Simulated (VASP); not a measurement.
Wanted: the native input for a VASP 6.6.1 run.

| Item | Value |
| --- | --- |
| Task | single point |
| Functional | PBEsol |
| Potentials or basis | VASP PAW PBE potentials, release 64 (Sn_d, O) |
| Cutoff | 520 eV |
| k mesh | 12 × 12 × 2 |
| Occupations | gaussian, width 0.01 eV |
| Spin | no spin polarisation |
| Dipole correction | no |
| Further INCAR settings | ALGO = Normal; EDIFF = 1e-06; NBANDS = 35 |

The structure of SnO2 lies in POSCAR:

```
SnO2
1.0
    3.2730925068      0.0000000000      0.0000000000
   -1.6365462534      2.8345768536      0.0000000000
    0.0000000000      0.0000000000     10.9325573365
Sn O
2 4
Direct
    0.0000000000      0.0000000000      0.5000000000
    0.0000000000      0.0000000000      0.0000000000
    0.6666666667      0.3333333333      0.4058600000
    0.6666666667      0.3333333333      0.0941400000
    0.3333333333      0.6666666667      0.5941400000
    0.3333333333      0.6666666667      0.9058600000
```

The input as run:

INCAR

```
SYSTEM = SnO2
PREC = Accurate
ENCUT = 520
EDIFF = 1E-6
ISMEAR = 0
SIGMA = 0.01
LREAL = .False.
LASPH = .True.
NELM = 80
ALGO = Normal
ISIF = 2
LWAVE = .False.
LCHARG = .True.
GGA = PS
LELF = .True.
LVHAR = .True.
NBANDS = 35
```

KPOINTS

```
Automatic mesh
0
Gamma
  12 12 2
  0 0 0
```

Potentials or basis: VASP PAW PBE potentials, release 64 (Sn_d, O).

The run is started by

```console
$ cat potpaw_PBE.64/Sn_d/POTCAR potpaw_PBE.64/O/POTCAR > POTCAR
$ mpirun -np 1 vasp_std > vasp.out
```

It gave:

- Pressure: -8.1 GPa
- Largest force: 0.713 eV/Å
- Band gap on the k mesh: 1.83 eV, indirect (least direct gap 2.18 eV)

Caveat: the PAW data sets were made with another functional, which shifts forces and pressure a little; spin-orbit coupling is left out, which moves the levels of the heavy elements.

It took 43 s on 1 thread of Intel(R) Xeon(R) 6975P-C (Granite Rapids), on a shared host, peak memory 0.26 GiB.
